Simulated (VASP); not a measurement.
Set up this calculation in VASP 6.6.1, as the native input.

```yaml
Task: single point
Functional: PBEsol
Potentials_or_basis: VASP PAW PBE potentials, release 64 (Te, Pb_d)
Cutoff: 520 eV
k_mesh: 8 × 8 × 8
Occupations: gaussian, width 0.02 eV
Spin: no spin polarisation
Dipole_correction: no
Further_INCAR_settings: ALGO = Normal; EDIFF = 1e-06; NBANDS = 17
```

The structure of TePb lies in POSCAR:

```
TePb
1.0
    0.0000000000      3.2270000000      3.2270000000
    3.2270000000      0.0000000000      3.2270000000
    3.2270000000      3.2270000000      0.0000000000
Te Pb
1 1
Direct
    0.5232414007      0.4767585993      0.5232414007
    0.0000000000      0.0000000000      0.0000000000
```

This cell differs from its parent crystal: one atom moved.

The input as run:

INCAR

```
SYSTEM = TePb
  ALGO = Normal
  EDIFF = 1E-6
  ENCUT = 520
  GGA = PS
  ISIF = 2
  ISMEAR = 0
  LASPH = .TRUE.
  LCHARG = .FALSE.
  LREAL = .FALSE.
  LWAVE = .FALSE.
  NBANDS = 17
  NELM = 100
  PREC = Accurate
  SIGMA = 0.02
```

KPOINTS

```
k-points
0
G
  8 8 8
  0 0 0
```

Potentials or basis: VASP PAW PBE potentials, release 64 (Te, Pb_d).

Launch:

```sh
$ cat potpaw_PBE.64/Te/POTCAR potpaw_PBE.64/Pb_d/POTCAR > POTCAR
$ mpirun -np 1 vasp_std > vasp.out
```

Results of the run:

```yaml
Pressure: 0.0 GPa
Largest_force: 0.122 eV/Å
Band_gap_on_the_k_mesh: 0.79 eV, direct
```

Caveat: the cell differs from its parent crystal (one atom moved); the PAW data sets were made with another functional, which shifts forces and pressure a little; spin-orbit coupling is left out, which moves the levels of the heavy elements.

Wall time 25 s on 1 thread of Intel(R) Xeon(R) 6975P-C (Granite Rapids), on a shared host, peak memory 0.24 GiB.
